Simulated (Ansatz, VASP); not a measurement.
## One calculation of InSe, two programs

```
In Se
1.0
     2.03923    1.17735    8.60553
    -2.03923    1.17735    8.60553
     0.00000   -2.35469    8.60553
In Se
2 2
Direct
  0.88860 0.88860 0.88860
  0.00000 0.00000 0.00000
  0.17190 0.17190 0.17190
  0.38350 0.38350 0.38350
```

Alike in both runs: task single point; functional r2SCAN; k mesh 8 × 8 × 8; occupations fermi-dirac, width 0.05 eV; no spin polarisation.

```csv
,VASP,Ansatz
version,VASP 6.6.1,Ansatz 0.2.0
potentials or method,"VASP PAW PBE potentials, release 64 (In_d, Se)",Ansatz PAW
plane-wave cutoff (eV),520,500
valence electrons in the cell,38,58
```

Ansatz gave:

| Quantity | Value |
| --- | --- |
| gap on the k mesh at the Fermi level (eV) | 0.69 |
| least direct gap on the mesh (eV) | 0.69 |
| pressure (GPa) | -1.8 |
| traceless stress, the component that is largest in VASP (GPa) | -0.52 |
| rms of the force components (eV/Å) | 0.160 |

Task: What did VASP give for the same quantities?

Result: gap on the k mesh at the Fermi level (eV): 0.68; least direct gap on the mesh (eV): 0.68; pressure (GPa): -1.8; traceless stress, the component that is largest in VASP (GPa): -0.51; rms of the force components (eV/Å): 0.155.

VASP's potentials were made for PBE, not for r2SCAN. Atom by atom the forces differ by 0.007 eV/Å (rms over components). VASP's potentials hold 38 valence electrons a cell and Ansatz's 58, so a difference there can come from the potentials and not from the codes.
